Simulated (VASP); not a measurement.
A run of VASP 6.6.1 is set up as follows.

Contents of INCAR:

```
ALGO = Normal
EDIFF = 1E-6
ENCUT = 520
GGA = PE
ISIF = 2
ISMEAR = 0
LASPH = T
LCHARG = T
LELF = T
LREAL = F
LVHAR = T
LWAVE = F
NBANDS = 25
NELM = 80
PREC = Accurate
SIGMA = 0.1
```

Contents of KPOINTS:

```
k-points
0
Gamma
  6 6 6
```

File POSCAR:

```
Sc2Mo
1.0
    4.8638208568     -0.0000000032      0.0000000000
   -2.4319104257      4.2121924230      0.0000000000
    0.0000000000      0.0000000000      2.8590081802
Sc Mo
2 1
Direct
    0.6666666667      0.3333333333      0.5000000000
    0.3333333333      0.6666666667      0.5000000000
    0.0000000000      0.0000000000      0.0000000000
```

Potentials or basis: VASP PAW PBE potentials, release 64 (Sc_sv, Mo_sv).

Command:

```bash
$ cat potpaw_PBE.64/Sc_sv/POTCAR potpaw_PBE.64/Mo_sv/POTCAR > POTCAR
$ mpirun -np 1 vasp_std > vasp.out
```

Task: Estimate the band gap on the k mesh.

Result: Zero (bands 18 and 19 overlap by 0.49 eV).

Task: What does it give for the pressure?

Result: 0.2 GPa.

Caveat: the k points lie up to 0.37 Å⁻¹ apart.
